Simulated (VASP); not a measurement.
# InSe (C2) in VASP: notebook, part 3 of 3

VASP 6.6.1. The steps go on from the part before.

## (5) Single point, PBE (atoms displaced along a vibrational mode, the cell strained)

File INCAR:

```
  PREC = Accurate
  ENCUT = 520
  EDIFF = 1E-7
  ISMEAR = 0
  SIGMA = 0.05
  LREAL = False
  LASPH = True
  NELM = 80
  ALGO = Normal
  ISIF = 2
  LWAVE = False
  LCHARG = False
  GGA = PE
  NBANDS = 27
```

File KPOINTS:

```
regular mesh
0
Gamma
  8 8 6
```

File POSCAR:

```
InSe
1.0
    5.7904844294     -2.0864057928     -0.0720728369
    5.7904844294      2.0864057928     -0.0720728369
   -1.6236141043      0.0000000000      5.3331423907
In Se
2 2
Direct
    0.8758951401      0.8999067711      0.0533034054
    0.1000932289      0.1241048599      0.9466965946
    0.6837848324      0.6488736946      0.6952062322
    0.3511263054      0.3162151676      0.3047937678
```

Potentials or basis: VASP PAW PBE potentials, release 64 (In_d, Se).

Started as:

```console
cat potpaw_PBE.64/In_d/POTCAR potpaw_PBE.64/Se/POTCAR > POTCAR
mpirun -np 1 vasp_std > vasp.out
```

OUTCAR:

```text
PREC = Accurate
   ENCUT = 520
   EDIFF = 1E-7
   ISMEAR = 0
   LREAL = False
   LASPH = True
   NELM = 80
   ISIF = 2
   GGA = PE

 ion  position               nearest neighbor table
   1  0.876  0.900  0.053-   4 2.60   3 2.73   4 2.79   2 2.83   2 3.71   2 3.71
   2  0.100  0.124  0.947-   3 2.60   4 2.73   3 2.79   1 2.83   1 3.71   1 3.71
   3  0.684  0.649  0.695-   2 2.60   1 2.73   2 2.79
   4  0.351  0.316  0.305-   1 2.60   2 2.73   1 2.79

  LATTYP: Found a base centered monoclinic cell.
 ALAT       =    11.5818658982
 B/A-ratio  =     0.3602883700
 C/A-ratio  =     0.4813397254
 COS(beta)  =    -0.3031247637

  Lattice vectors:

 A1 = (   5.7904844294,  -2.0864057928,  -0.0720728369)
 A2 = (   5.7904844294,   2.0864057928,  -0.0720728369)
 A3 = (  -1.6236141043,   0.0000000000,   5.3331423907)

Analysis of symmetry for initial positions (statically):
=====================================================================
 Subroutine PRICEL returns:
 Original cell was already a primitive cell.

 Routine SETGRP: Setting up the symmetry group for a
 base centered monoclinic supercell.

 Subroutine GETGRP returns: Found  2 space group operations
 (whereof  2 operations were pure point group operations)
 out of a pool of  4 trial point group operations.

The static configuration has the point symmetry C_2 .

Analysis of symmetry for dynamics (positions and initial velocities):
=====================================================================
 Subroutine PRICEL returns:
 Original cell was already a primitive cell.

 Routine SETGRP: Setting up the symmetry group for a
 base centered monoclinic supercell.

 Subroutine GETGRP returns: Found  2 space group operations
 (whereof  2 operations were pure point group operations)
[... 122 lines left out ...]
   EFERMI_NEDOS =   21; number of points for ismear=-14 and -15
   IALGO  =     38    algorithm
   IMIX   =      4    mixing-type and parameters
     AMIX     =   0.40;   BMIX     =  1.00
     AMIX_MAG =   1.60;   BMIX_MAG =  1.00
  volume/ion in A,a.u.               =      32.09       216.58
  Fermi-wavevector in a.u.,A,eV,Ry     =   1.091047  2.061779 16.196143  1.190383
  Thomas-Fermi vector in A             =   2.227284
   LORBIT       =      0    0 simple, 1 ext, 2 COOP (PROOUT), +10 PAW based schemes
   GGA     = PE    functional components
   LHFCALC =     F    Hartree Fock is set to
   AEXX    =    0.0000 exact exchange contribution
   IVDW    =     0    specifies the selected vdW correction
   LEPSILON=     F    determine dielectric tensor
   LRPA    =     F    only Hartree local field effects (RPA)
 non-spin polarized calculation
 Gauss-broadening in eV      SIGMA  =   0.05
  energy-cutoff  :      520.00
  volume of cell :      128.37
 maximum number of plane-waves:      3484
 NGX is ok and might be reduce to    48
   NGX = 23   NGY = 23   NGZ = 21

 number of electron      38.0000007 magnetization

 Free energy of the ion-electron system (eV)
  ---------------------------------------------------
  ext. energy  EPLUGINS =         0.00000000
  ---------------------------------------------------
  free energy    TOTEN  =       -14.01555292 eV

  energy without entropy =      -14.01555292  energy(sigma->0) =      -14.01555292

 E-fermi :   3.3003     XC(G=0):  -8.4511

 val. band max:        3.0851770022   @ k =   0.5000   0.5000   0.0000
 cond. band min:       4.0887034328   @ k =   0.0000   0.0000   0.5000
 fundamental gap:      1.0035264306
 Fermi energy:         3.3002630461

 k-point     1 :       0.0000    0.0000    0.0000
  band No.  band energies     occupation
      1     -11.5233      2.00000
      2     -11.4153      2.00000
      3     -11.2869      2.00000
      4     -11.2208      2.00000
      5     -11.2003      2.00000
      6     -11.1894      2.00000
[... 709 lines left out ...]
     26       9.8827      0.00000
     27      10.7881      0.00000

 [... further k-points ...]

------------------------ aborting loop because EDIFF is reached ----------------------------------------

  FORCE on cell =-STRESS in cart. coord.  units (eV):
  Direction    XX          YY          ZZ          XY          YZ          ZX
  --------------------------------------------------------------------------------------
  -------------------------------------------------------------------------------------
  Total       -0.2088887      0.2109281      0.3308577      0.0000000      0.0000000     -0.4757174
  in kB       -2.6070389      2.6324913      4.1292747      0.0000000      0.0000000     -5.9371979
  external PRESSURE =       1.3849090 kB  Pullay stress =       0.0000000 kB

 VOLUME and BASIS-vectors are now :
 -----------------------------------------------------------------------------
  energy-cutoff  :      520.00
  volume of cell :      128.37
      direct lattice vectors                 reciprocal lattice vectors
     5.790484429 -2.086405793 -0.072072837     0.086677005 -0.239646574  0.026387821
     5.790484429  2.086405793 -0.072072837     0.086677005  0.239646574  0.026387821
    -1.623614104  0.000000000  5.333142391     0.002342730  0.000000000  0.188219931

 POSITION                                       TOTAL-FORCE (eV/Angst)
 -----------------------------------------------------------------------------------
     10.19621      0.05010      0.15629         0.073223     -0.525714     -0.163700
     -0.23885      0.05010      5.03271        -0.073223     -0.525714      0.163700
      6.58799     -0.07284      3.61159         0.138317      0.525714     -0.150252
      3.36936     -0.07284      1.57741        -0.138317      0.525714      0.150252
 -----------------------------------------------------------------------------------
    total drift:                                0.000000      0.000006     -0.000000

  FREE ENERGIE OF THE ION-ELECTRON SYSTEM (eV)
  ---------------------------------------------------
  free  energy   TOTEN  =       -14.0155529157 eV

  energy  without entropy=      -14.0155529157  energy(sigma->0) =      -14.01555292
```

OSZICAR:

```text
N       E                     dE             d eps       ncg     rms          rms(c)
DAV:   1     0.333318765456E+03    0.33332E+03   -0.17347E+04  6156   0.151E+03
DAV:   2     0.260472144909E+02   -0.30727E+03   -0.29777E+03  6253   0.374E+02
DAV:   3    -0.127583050349E+02   -0.38806E+02   -0.38258E+02  7764   0.143E+02
DAV:   4    -0.144826010697E+02   -0.17243E+01   -0.17188E+01  7320   0.318E+01
DAV:   5    -0.145405547054E+02   -0.57954E-01   -0.57944E-01  9179   0.593E+00    0.618E+00
DAV:   6    -0.140287623094E+02    0.51179E+00   -0.97079E-01  8840   0.151E+01    0.376E+00
DAV:   7    -0.140127442027E+02    0.16018E-01   -0.40164E-01  8940   0.411E+00    0.127E+00
DAV:   8    -0.140134966620E+02   -0.75246E-03   -0.36895E-02  8961   0.204E+00    0.558E-01
DAV:   9    -0.140153192376E+02   -0.18226E-02   -0.74386E-03  8030   0.819E-01    0.197E-01
DAV:  10    -0.140153643033E+02   -0.45066E-04   -0.62804E-04  7969   0.223E-01    0.110E-01
DAV:  11    -0.140155431423E+02   -0.17884E-03   -0.30507E-04  7443   0.144E-01    0.284E-02
DAV:  12    -0.140155501771E+02   -0.70348E-05   -0.25109E-05  8308   0.311E-02    0.201E-02
DAV:  13    -0.140155517305E+02   -0.15534E-05   -0.10190E-05  7474   0.233E-02    0.582E-03
DAV:  14    -0.140155527270E+02   -0.99653E-06   -0.21640E-06  7986   0.135E-02    0.235E-03
DAV:  15    -0.140155528766E+02   -0.14964E-06   -0.30070E-07  6549   0.387E-03    0.998E-04
DAV:  16    -0.140155529157E+02   -0.39017E-07   -0.45729E-08  4934   0.141E-03
   1 F= -.14015553E+02 E0= -.14015553E+02  d E =-.675352E-12
```

Run time: 7.4 min. Hardware: 1 thread of Intel Xeon Platinum 8488C (Sapphire Rapids), shared host; peak memory 0.53 GiB.

Results:

- Free energy: -14.0156 eV
- Pressure: 0.1 GPa
- Largest force: 0.564 eV/Å
- Band gap on the k mesh: 1.00 eV (least direct gap 1.15 eV)

Forces in eV/Å, atoms in the order of the input:
```
In   0.073 -0.526 -0.164
In  -0.073 -0.526  0.164
Se   0.138  0.526 -0.150
Se  -0.138  0.526  0.150
```

Stress tensor (GPa, compression positive):
```
-0.26  0.00 -0.59
 0.00  0.26  0.00
-0.59  0.00  0.41
```

Caveat: the cell differs from its parent crystal (atoms displaced along a vibrational mode, the cell strained); spin-orbit coupling is left out, which moves the levels of the heavy elements. A k mesh can miss the band edges.

## (6) Single point, PBE (atoms displaced along a vibrational mode, the cell strained)

File INCAR:

```
SYSTEM = InSe
PREC = Accurate ; ENCUT = 520
EDIFF = 1E-6 ; ISMEAR = 0
SIGMA = 0.05 ; LREAL = .False.
LASPH = .True. ; NELM = 60
ALGO = Normal ; ISIF = 2
LWAVE = .False. ; LCHARG = .False.
GGA = PE ; NBANDS = 27
```

File KPOINTS:

```
Automatic mesh
0
Gamma
  8 8 6
  0 0 0
```

File POSCAR:

```
InSe
1.0
    5.7904844294     -2.0864057928     -0.0720728369
    5.7904844294      2.0864057928     -0.0720728369
   -1.6236141043      0.0000000000      5.3331423907
In Se
2 2
Direct
    0.8838990171      0.8919028941      0.0533034054
    0.1080971059      0.1161009829      0.9466965946
    0.6721477865      0.6605107405      0.6952062322
    0.3394892595      0.3278522135      0.3047937678
```

Potentials or basis: VASP PAW PBE potentials, release 64 (In_d, Se).

Started as:

```console
cat potpaw_PBE.64/In_d/POTCAR potpaw_PBE.64/Se/POTCAR > POTCAR
mpirun -np 1 vasp_std > vasp.out
```

Run time: 6.9 min. Hardware: 1 thread of Intel Xeon Platinum 8488C (Sapphire Rapids), shared host; peak memory 0.52 GiB.

The run converged. Its results:

```
Free energy            : -14.0727 eV
Pressure               : -0.1 GPa
Largest force          : 0.202 eV/Å
Band gap on the k mesh : 0.99 eV (least direct gap 1.14 eV)
```

Forces in eV/Å, atoms in the order of the input:
```
In   0.017 -0.173 -0.082
In  -0.017 -0.173  0.082
Se   0.071  0.173 -0.077
Se  -0.071  0.173  0.077
```

Stress tensor (GPa, compression positive):
```
-0.38  0.00 -0.36
 0.00 -0.12  0.00
-0.36  0.00  0.18
```

Levels at points of the mesh, in eV from the valence-band top:
```
           k point  band 17  band 18  band 19  band 20  band 21  band 22
(0.00, 0.00, 0.00)    -1.99    -1.24    -1.13     2.07     2.47     3.16
(0.50, 0.00, 0.00)    -2.05    -1.83    -1.26     1.56     2.31     3.71
(0.50, 0.50, 0.00)    -1.37    -0.96     0.00     1.35     2.38     3.63
(0.00, 0.00, 0.50)    -1.50    -1.26    -0.74     0.99     1.72     3.31
(0.50, 0.00, 0.50)    -2.09    -1.95    -1.24     2.24     3.04     3.53
(0.50, 0.50, 0.50)    -1.36    -1.03    -0.37     1.81     2.63     3.54
```

Caveat: the cell differs from its parent crystal (atoms displaced along a vibrational mode, the cell strained); spin-orbit coupling is left out, which moves the levels of the heavy elements.

## (7) Summary

| cell | gap on the mesh (eV) | pressure (GPa) | largest force (eV/Å) |
| --- | --- | --- | --- |
| a = 5.947, b = 5.947, c = 6.107 Å, angles 108.9, 108.9, 39.1°, 4 atoms, atomic positions A | 1.28 | 0.8 | 0.46 |
| a = 5.947, b = 5.947, c = 6.107 Å, angles 108.9, 108.9, 39.1°, 4 atoms, atomic positions B | 1.28 | 0.7 | 0.37 |
| a = 6.263, b = 6.263, c = 5.308 Å, angles 105.5, 105.5, 39.9°, 4 atoms, atomic positions B | 0.84 | -0.4 | 0.47 |
| a = 6.155, b = 6.155, c = 5.575 Å, angles 106.6, 106.6, 39.6°, 4 atoms, atomic positions A | 1.00 | 0.1 | 0.56 |
| a = 6.155, b = 6.155, c = 5.575 Å, angles 106.6, 106.6, 39.6°, 4 atoms, atomic positions C | 0.99 | -0.1 | 0.20 |

Alike in all rows: task single point; level PBE; potentials or basis VASP PAW PBE potentials, release 64 (In_d, Se); no spin polarisation; k mesh 8 × 8 × 6; cutoff (eV) 520; smearing gaussian 0.05 eV.

Caveats: spin-orbit coupling is left out, which moves the levels of the heavy elements.

Absolute energies hang on the potentials; compare differences alone.
